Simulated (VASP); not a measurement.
A run of VASP 6.6.1:

Contents of INCAR:

```
ALGO = Normal
EDIFF = 1E-6
ENCUT = 600
GGA = PE
GGA_COMPAT = False
ISIF = 2
ISMEAR = 0
LASPH = True
LCHARG = True
LELF = True
LREAL = False
LVHAR = True
LWAVE = False
NBANDS = 25
NELM = 120
PREC = Accurate
SIGMA = 0.1
```

Contents of KPOINTS:

```
k-points
0
Gamma
  12 12 8
```

Contents of POSCAR:

```
CaF
1.0
    3.9393010289      0.0000000000      0.0000000000
    0.0000000000      3.9393010289      0.0000000000
    0.0000000000      0.0000000000      5.7019961752
Ca F
2 2
Direct
    0.5000000000      0.0000000000      0.7732765595
    0.0000000000      0.5000000000      0.2267234405
    0.0000000000      0.0000000000      0.0000000000
    0.5000000000      0.5000000000      0.0000000000
```

Potentials or basis: VASP PAW PBE potentials, release 64 (Ca_sv, F).

Launch:

```console
$ cat potpaw_PBE.64/Ca_sv/POTCAR potpaw_PBE.64/F/POTCAR > POTCAR
$ mpirun -np 1 vasp_std > vasp.out
```

Hardware: 1 thread of AMD EPYC 9755 128-Core Processor, with other jobs on the host.

Problem. How long does it take, and how much memory?

Solution. It took 5.4 min on 1 thread of AMD EPYC 9755 128-Core Processor (shared host), peak memory 0.41 GiB. Counts: scf iterations 14, k points 140.
